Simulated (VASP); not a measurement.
# Co in VASP: relaxation of the atoms with PBE

Aim: the relaxation of the atoms of Co with PBE.

Everything below comes from runs of VASP 6.6.1. Logs are shortened: lines on timing, memory, paths and dates and some standing lists are left out, and cuts for length are marked.

**1. The cell of the first run**

The cell holds a slab with vacuum, 6 atoms: a = 2.519 Å, b = 2.519 Å, c = 27.228 Å, α = 90.00°, β = 90.00°, γ = 120.00°.

**2. Relaxation of the atoms, PBE, collinear spin, ferromagnetic start**

The input, INCAR:

```
SYSTEM = Co
  PREC = Accurate
  ENCUT = 520
  EDIFF = 1E-6
  ISMEAR = 0
  SIGMA = 0.1
  LREAL = .False.
  LASPH = .True.
  NELM = 150
  ALGO = Normal
  ISIF = 2
  LWAVE = .False.
  LCHARG = .False.
  ISPIN = 2
  MAGMOM = 3 3 3 3 3 3
  LORBIT = 11
  LMAXMIX = 4
  LDIPOL = .True.
  IDIPOL = 3
  DIPOL = 0.5 0.5 0.500
  GGA = PE
  IBRION = 2
  NSW = 60
  EDIFFG = -0.04
  KPAR = 4
```

The input, KPOINTS:

```
Automatic mesh
0
Gamma
  12 12 1
  0 0 0
```

The input, POSCAR:

```
Co
1.0
    2.5190008700      0.0000000000      0.0000000000
   -1.2595004300      2.1815187500      0.0000000000
    0.0000000000      0.0000000000     27.2275001454
Co
6
Selective dynamics
Direct
    0.6666666700      0.3333333300      0.3121843707  F F F
    0.3333333300      0.6666666700      0.3873106266  F F F
    0.6666666700      0.3333333300      0.4624368721  F F F
    0.3333333300      0.6666666700      0.5375631279  T T T
    0.6666666700      0.3333333300      0.6126893734  T T T
    0.3333333300      0.6666666700      0.6878156293  T T T
```

Potentials or basis: VASP PAW PBE potentials, release 64 (Co).

Started as:

```bash
$ cat potpaw_PBE.64/Co/POTCAR > POTCAR
$ mpirun -np 4 vasp_std > vasp.out
```

OUTCAR:

```text
SYSTEM = Co
   PREC = Accurate
   ENCUT = 520
   EDIFF = 1E-6
   ISMEAR = 0
   LREAL = .False.
   LASPH = .True.
   NELM = 150
   ISIF = 2
   ISPIN = 2
   LORBIT = 11
   GGA = PE
   IBRION = 2
   NSW = 60
   EDIFFG = -0.04

 ion  position               nearest neighbor table
   1  0.667  0.333  0.312-   2 2.51   2 2.51   2 2.51
   2  0.333  0.667  0.387-   3 2.51   3 2.51   3 2.51   1 2.51   1 2.51   1 2.51
   3  0.667  0.333  0.462-   2 2.51   2 2.51   2 2.51   4 2.51   4 2.51   4 2.51
   4  0.333  0.667  0.538-   5 2.51   5 2.51   5 2.51   3 2.51   3 2.51   3 2.51
   5  0.667  0.333  0.613-   4 2.51   4 2.51   4 2.51   6 2.51   6 2.51   6 2.51
   6  0.333  0.667  0.688-   5 2.51   5 2.51   5 2.51

  LATTYP: Found a hexagonal cell.
 ALAT       =     2.5190008700
 C/A-ratio  =    10.8088490439

  Lattice vectors:

 A1 = (   2.5190008700,   0.0000000000,   0.0000000000)
 A2 = (  -1.2595004300,   2.1815187500,   0.0000000000)
 A3 = (   0.0000000000,   0.0000000000,  27.2275001454)

Analysis of symmetry for initial positions (statically):
=====================================================================
 Subroutine PRICEL returns:
 Original cell was already a primitive cell.

 Routine SETGRP: Setting up the symmetry group for a
 hexagonal supercell.

 Subroutine GETGRP returns: Found 12 space group operations
 (whereof 12 operations were pure point group operations)
 out of a pool of 24 trial point group operations.

The static configuration has the point symmetry D_3d.

Analysis of symmetry for dynamics (positions and initial velocities):
=====================================================================
 Subroutine PRICEL returns:
 Original cell was already a primitive cell.

 Routine SETGRP: Setting up the symmetry group for a
 hexagonal supercell.

 Subroutine GETGRP returns: Found 12 space group operations
 (whereof 12 operations were pure point group operations)
 out of a pool of 24 trial point group operations.

The dynamic configuration has the point symmetry D_3d.

Analysis of constrained symmetry for selective dynamics:
=====================================================================
 Subroutine PRICEL returns:
 Original cell was already a primitive cell.

 Routine SETGRP: Setting up the symmetry group for a
 hexagonal supercell.

 Subroutine GETGRP returns: Found  6 space group operations
 (whereof  6 operations were pure point group operations)
 out of a pool of 24 trial point group operations.

The constrained configuration has the point symmetry C_3v.

Analysis of structural, dynamic, and magnetic symmetry:
=====================================================================
 Subroutine PRICEL returns:
 Original cell was already a primitive cell.

 Routine SETGRP: Setting up the symmetry group for a
 hexagonal supercell.

 Subroutine GETGRP returns: Found  6 space group operations
 (whereof  6 operations were pure point group operations)
 out of a pool of 24 trial point group operations.

The overall configuration has the point symmetry C_3v.

 Subroutine INISYM returns: Found  6 space group operations
 (whereof  6 operations are pure point group operations),
 and found     1 'primitive' translations

----------------------------------------------------------------------------------------

                                     Primitive cell

  volume of cell :     149.6219

  direct lattice vectors                    reciprocal lattice vectors
     2.519000870  0.000000000  0.000000000     0.396982793  0.229198121  0.000000000
    -1.259500430  2.181518750  0.000000000     0.000000000  0.458396243  0.000000000
     0.000000000  0.000000000 27.227500145     0.000000000  0.000000000  0.036727573

  length of vectors
     2.519000870  2.519000871 27.227500145     0.458396244  0.458396243  0.036727573

  position of ions in fractional coordinates (direct lattice)
     0.666666670  0.333333330  0.312184371
     0.333333330  0.666666670  0.387310627
     0.666666670  0.333333330  0.462436872
     0.333333330  0.666666670  0.537563128
     0.666666670  0.333333330  0.612689373
     0.333333330  0.666666670  0.687815629

  ion indices of the primitive-cell ions
   primitive index   ion index
                 1           1
                 2           2
                 3           3
                 4           4
                 5           5
                 6           6

----------------------------------------------------------------------------------------

 KPOINTS: Automatic mesh

Automatic generation of k-mesh.
 Grid dimensions read from file:
[... 23 lines left out ...]
  0.083333 -0.000000  0.000000      6.000000
  0.166667 -0.000000  0.000000      6.000000
  0.250000  0.000000  0.000000      6.000000
  0.333333  0.000000  0.000000      6.000000
  0.416667 -0.000000  0.000000      6.000000
[... 11 lines left out ...]
  0.333333  0.250000  0.000000     12.000000
  0.333333  0.333333  0.000000      2.000000
   k-points           NKPTS =     19   k-points in BZ     NKDIM =     19   number of bands    NBANDS=     41
   number of dos      NEDOS =    301   number of ions     NIONS =      6
   total plane-waves  NPLWV =  84000
   dimension x,y,z NGX =    20 NGY =   20 NGZ =  210
   dimension x,y,z NGXF=    40 NGYF=   40 NGZF=  420
   ions per type =               6
   NGX,Y,Z   is equivalent  to a cutoff of  13.20, 13.20, 12.82 a.u.
   NGXF,Y,Z  is equivalent  to a cutoff of  26.40, 26.40, 25.64 a.u.
 SYSTEM =  Co
   PREC   = accura    normal or accurate (medium, high low for compatibility)
   ISTART =      0    job   : 0-new  1-cont  2-samecut
   ICHARG =      2    charge: 1-file 2-atom 10-const
   ISPIN  =      2    spin polarized calculation?
   LNONCOLLINEAR =      F non collinear calculations
   LSORBIT =      F    spin-orbit coupling
   LASPH  =      T    aspherical Exc in radial PAW
   ENCUT  =  520.0 eV  38.22 Ry    6.18 a.u.   4.68  4.68 50.63*2*pi/ulx,y,z
   NELM   =    150;   NELMIN=  2; NELMDL= -5     # of ELM steps
   EDIFF  = 0.1E-05   stopping-criterion for ELM
   LREAL  =      F    real-space projection
   EDIFFG = -.4E-01   stopping-criterion for IOM
   NSW    =     60    number of steps for IOM
   IBRION =      2    ionic relax: 0-MD 1-quasi-New 2-CG
   NFREE  =      1    steps in history (QN), initial steepest desc. (CG)
   ISIF   =      2    stress and relaxation
   ISYM   =      2    0-nonsym 1-usesym 2-fastsym
   POTIM  = 0.5000    time-step for ionic-motion
   TEBEG  =    0.0;   TEEND  =   0.0 temperature during run
   PSTRESS=    0.0 pullay stress
   NELECT =      54.0000    total number of electrons
   NUPDOWN=      -1.0000    fix difference up-down
   EMIN   =  10.00;   EMAX   =-10.00  energy-range for DOS
   EFERMI =   0.00;   METHOD = LEGACY
   ISMEAR =     0;   SIGMA  =   0.10  broadening in eV -4-tet -1-fermi 0-gaus
   EFERMI_NEDOS =   21; number of points for ismear=-14 and -15
   IALGO  =     38    algorithm
   IMIX   =      4    mixing-type and parameters
     AMIX     =   0.40;   BMIX     =  1.00
     AMIX_MAG =   1.60;   BMIX_MAG =  1.00
  volume/ion in A,a.u.               =      24.94       168.28
  Fermi-wavevector in a.u.,A,eV,Ry     =   1.165577  2.202622 18.484472  1.358570
  Thomas-Fermi vector in A             =   2.302101
   LORBIT       =     11    0 simple, 1 ext, 2 COOP (PROOUT), +10 PAW based schemes
   GGA     = PE    functional components
   LHFCALC =     F    Hartree Fock is set to
   AEXX    =    0.0000 exact exchange contribution
   IVDW    =     0    specifies the selected vdW correction
   LEPSILON=     F    determine dielectric tensor
   LRPA    =     F    only Hartree local field effects (RPA)
 conjugate gradient relaxation of ions
 spin polarized calculation
 Gauss-broadening in eV      SIGMA  =   0.10
  energy-cutoff  :      520.00
  volume of cell :      149.62
 maximum number of plane-waves:      4097
 NGX is ok and might be reduce to    20
   NGX =  9   NGY =  9   NGZ =101

--------------------------------------- Ionic step        1  -------------------------------------------

 number of electron      53.9999992 magnetization      10.1293111

 Free energy of the ion-electron system (eV)
  ---------------------------------------------------
  ext. energy  EPLUGINS =         0.00000000
  ---------------------------------------------------
  free energy    TOTEN  =       -40.65495953 eV

  energy without entropy =      -40.62137604  energy(sigma->0) =      -40.63816778

------------------------ aborting loop because EDIFF is reached ----------------------------------------

  FORCE on cell =-STRESS in cart. coord.  units (eV):
  Direction    XX          YY          ZZ          XY          YZ          ZX
  --------------------------------------------------------------------------------------
  -------------------------------------------------------------------------------------
  Total       -4.2340610     -4.2340610     -4.0769950     -0.0000000      0.0000000     -0.0000000
  in kB      -45.3390752    -45.3390754    -43.6571846     -0.0000001      0.0000000     -0.0000000
  external PRESSURE =     -44.7784451 kB  Pullay stress =       0.0000000 kB
[... 107 lines left out ...]
  energy  without entropy=      -40.6543405317  energy(sigma->0) =      -40.66998568

 vacuum level on the upper side and lower side of the slab       (xc-potential included)        -0.005         0.082

 dipolmoment           0.000000      0.000000      0.016540 electrons x Angstroem

[... ionic steps 4 to 7 ...]

--------------------------------------- Ionic step        8  -------------------------------------------

 number of electron      53.9999992 magnetization      10.0524011

------------------------ aborting loop because EDIFF is reached ----------------------------------------
[... 75 lines left out ...]
--------------------------------------- Ionic step       10  -------------------------------------------

 number of electron      53.9999991 magnetization      10.0524690

 dipolmoment           0.000000      0.000000     -0.002348 electrons x Angstroem

 Free energy of the ion-electron system (eV)
  ---------------------------------------------------
  ext. energy  EPLUGINS =         0.00000000
  ---------------------------------------------------
  free energy    TOTEN  =       -40.70992213 eV

  energy without entropy =      -40.68065799  energy(sigma->0) =      -40.69529006

 E-fermi :   1.8042     XC(G=0):  -6.5880

 val. band max:        1.8018423691   @ k =   0.1667   0.0833   0.0000
 cond. band min:       1.8072145162   @ k =   0.1667  -0.0000   0.0000
 fundamental gap:      0.0053721472
 Fermi energy:         1.8042064831

 spin component 1

 k-point     1 :       0.0000    0.0000    0.0000
  band No.  band energies     occupation
      1      -6.8072      1.00000
      2      -6.1287      1.00000
      3      -5.1320      1.00000
      4      -4.0153      1.00000
      5      -3.4204      1.00000
      6      -3.2715      1.00000
[... 787 lines left out ...]
     38       7.6896      0.00000
     39       8.1267      0.00000
 Fermi energy:         1.8042064831

 spin component 2

 k-point     1 :       0.0000    0.0000    0.0000
  band No.  band energies     occupation
      1      -6.8109      1.00000
      2      -6.1205      1.00000
      3      -5.0917      1.00000
      4      -3.8029      1.00000
      5      -2.8054      1.00000
      6      -2.3742      1.00000
[... 787 lines left out ...]
     38       8.2990      0.00000
     39       8.8328      0.00000
 [bands above 39 left out]

------------------------ aborting loop because EDIFF is reached ----------------------------------------

 vacuum level on the upper side and lower side of the slab       (xc-potential included)         0.019         0.098

  FORCE on cell =-STRESS in cart. coord.  units (eV):
  Direction    XX          YY          ZZ          XY          YZ          ZX
  --------------------------------------------------------------------------------------
  -------------------------------------------------------------------------------------
  Total       -3.4187843     -3.4187844     -1.4555012     -0.0000000      0.0000000     -0.0000000
  in kB      -36.6089482    -36.6089484    -15.5857648     -0.0000001      0.0000000     -0.0000000
  external PRESSURE =     -29.6012205 kB  Pullay stress =       0.0000000 kB
[... 21 lines left out ...]
  FREE ENERGIE OF THE ION-ELECTRON SYSTEM (eV)
  ---------------------------------------------------
  free  energy   TOTEN  =       -40.7099221251 eV

  energy  without entropy=      -40.6806579906  energy(sigma->0) =      -40.69529006

 reached required accuracy - stopping structural energy minimisation

 vacuum level on the upper side and lower side of the slab         6.583         6.654

 total charge

# of ion       s       p       d       tot
------------------------------------------
    1        0.466   0.376   7.215   8.058
    2        0.473   0.491   7.238   8.202
    3        0.482   0.508   7.253   8.242
    4        0.483   0.510   7.257   8.250
    5        0.486   0.519   7.261   8.266
    6        0.480   0.399   7.242   8.121
--------------------------------------------------
tot          2.869   2.803  43.467  49.139

 magnetization (x)

# of ion       s       p       d       tot
------------------------------------------
    1       -0.012  -0.042   1.823   1.768
    2       -0.013  -0.052   1.778   1.713
    3       -0.014  -0.054   1.721   1.653
    4       -0.015  -0.054   1.714   1.645
    5       -0.014  -0.054   1.751   1.683
    6       -0.013  -0.041   1.790   1.737
--------------------------------------------------
tot         -0.081  -0.296  10.576  10.199
```

Wall time 12 min (4 MPI ranks of AMD EPYC 9R45 (Zen 5), shared host); peak memory 0.42 GiB.

What came out:

```
Free energy                                           : -40.7099 eV
Energy gained by relaxing                             : 9.2 meV/atom
Ionic steps                                           : 10
Net moment                                            : 10.05 μB per cell
Site moments                                          : Co +1.77, +1.71, +1.65, +1.68, +1.74 (each value once) μB
Valence electrons inside the program's atomic spheres : Co 8.06, 8.20, 8.24, 8.25, 8.27, 8.12
```

The path:
```csv
step,energy change (eV),largest force on free atoms (eV/Å),pressure (GPa)
1,0.0000,0.6128,-4.48
2,-0.0226,0.4086,-4.27
3,-0.0307,0.2028,-3.99
4,-0.0341,0.1925,-3.92
5,-0.0424,0.1574,-3.68
6,-0.0488,0.2713,-3.16
7,-0.0524,0.1905,-3.09
8,-0.0548,0.0474,-2.97
9,-0.0548,0.0409,-2.96
10,-0.0550,0.0174,-2.96
```

Final structure:
```
Co
1.0
     2.51900    0.00000    0.00000
    -1.25950    2.18152    0.00000
     0.00000    0.00000   27.22750
Co
6
Direct
  0.66667 0.33333 0.31218
  0.33333 0.66667 0.38731
  0.66667 0.33333 0.46244
  0.33333 0.66667 0.53480
  0.66667 0.33333 0.60940
  0.33333 0.66667 0.68025
```

Levels at points of the mesh, in eV from the Fermi level:
Spin up:
| k point | band 30 | band 31 | band 32 | band 33 | band 34 | band 35 |
| --- | --- | --- | --- | --- | --- | --- |
| (0.00, 0.00, 0.00) | -1.09 | -1.09 | -0.97 | -0.97 | -0.89 | -0.89 |
| (0.50, 0.00, 0.00) | -0.58 | 0.95 | 1.04 | 1.31 | 2.11 | 2.72 |
Spin down:
| k point | band 18 | band 19 | band 20 | band 21 | band 22 | band 23 | band 24 | band 25 |
| --- | --- | --- | --- | --- | --- | --- | --- | --- |
| (0.00, 0.00, 0.00) | -0.82 | -0.81 | -0.69 | -0.69 | -0.62 | -0.62 | -0.10 | -0.05 |
| (0.50, 0.00, 0.00) | -0.30 | -0.11 | 0.33 | 0.44 | 0.81 | 0.94 | 1.14 | 1.15 |
